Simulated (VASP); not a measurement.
A run of VASP 6.6.1 is set up as follows.

File INCAR:

```
PREC     = Accurate       # precision mode
ENCUT    = 520            # plane-wave cutoff, eV
EDIFF    = 1E-6           # SCF threshold, eV
ISMEAR   = -1             # smearing method
SIGMA    = 0.13605693000000002 # smearing width, eV
LREAL    = F              # projectors in reciprocal space
LASPH    = T              # aspherical terms in the spheres
NELM     = 80             # most SCF steps
ALGO     = Normal         # electronic algorithm
ISIF     = 2              # what is computed and relaxed
LWAVE    = F              # write WAVECAR
LCHARG   = F              # write CHGCAR
GGA      = PS             # functional
NBANDS   = 11             # bands
```

Contents of KPOINTS:

```
regular mesh
0
Gamma
  10 10 10
```

Contents of POSCAR:

```
Ca
1.0
    0.0000000000      2.7300260746      2.7300260746
    2.7300260746      0.0000000000      2.7300260746
    2.7300260746      2.7300260746      0.0000000000
Ca
1
Direct
    0.0000000000      0.0000000000      0.0000000000
```

Potentials or basis: VASP PAW PBE potentials, release 64 (Ca_sv).

The run is started by

```sh
$ cat potpaw_PBE.64/Ca_sv/POTCAR > POTCAR
$ mpirun -np 1 vasp_std > vasp.out
```

Q: Predict the band gap on the k mesh.

A: Zero (band 5 reaches 2.13 eV, above the bottom of band 6 at 1.91 eV).

Q: What does it give for the pressure?

A: 0.0 GPa.

Caveat: the PAW data sets were made with another functional, which shifts forces and pressure a little.
